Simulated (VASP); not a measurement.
Here is a VASP 6.6.1 calculation.

Contents of INCAR:

```
PREC = Accurate
ENCUT = 520
EDIFF = 1E-6
ISMEAR = 0
SIGMA = 0.2
LREAL = False
LASPH = True
NELM = 60
ALGO = Normal
ISIF = 2
LWAVE = False
LCHARG = True
GGA = PE
LELF = True
LVHAR = True
NBANDS = 30
```

KPOINTS

```
Automatic mesh
0
Gamma
  6 6 2
```

Contents of POSCAR:

```
Si2Sb5Se
1.0
    4.1506787917      0.0000000000      0.0000000000
   -2.0753393959      3.5945932766      0.0000000000
    0.0000000000      0.0000000000     16.6573148737
Si Sb Se
2 5 1
Direct
    0.3333333333      0.6666666667      0.0933707107
    0.3333333333      0.6666666667      0.2362936365
    0.0000000000      0.0000000000      0.0228784742
    0.0000000000      0.0000000000      0.7282804753
    0.3333333333      0.6666666667      0.8254235564
    0.3333333333      0.6666666667      0.4765337051
    0.6666666667      0.3333333333      0.5735988295
    0.0000000000      0.0000000000      0.2786206122
```

Potentials or basis: VASP PAW PBE potentials, release 64 (Si, Sb, Se).

The run is started by

```console
$ cat potpaw_PBE.64/Si/POTCAR potpaw_PBE.64/Sb/POTCAR potpaw_PBE.64/Se/POTCAR > POTCAR
$ mpirun -np 1 vasp_std > vasp.out
```

(1) Predict the pressure.

(2) What does it give for the largest force?

(3) Predict the band gap on the k mesh.

Answers

(1) 0.3 GPa.

(2) 0.159 eV/Å.

(3) zero (an odd number of electrons rules out a gap without spin polarisation).

Caveat: spin-orbit coupling is left out, which moves the levels of the heavy elements; this functional lacks dispersion, which binds layers or chains, so the pressure and a relaxed spacing across them are unreliable; an odd number of electrons without spin polarisation forces a metal; a magnetic or distorted state may lie lower.
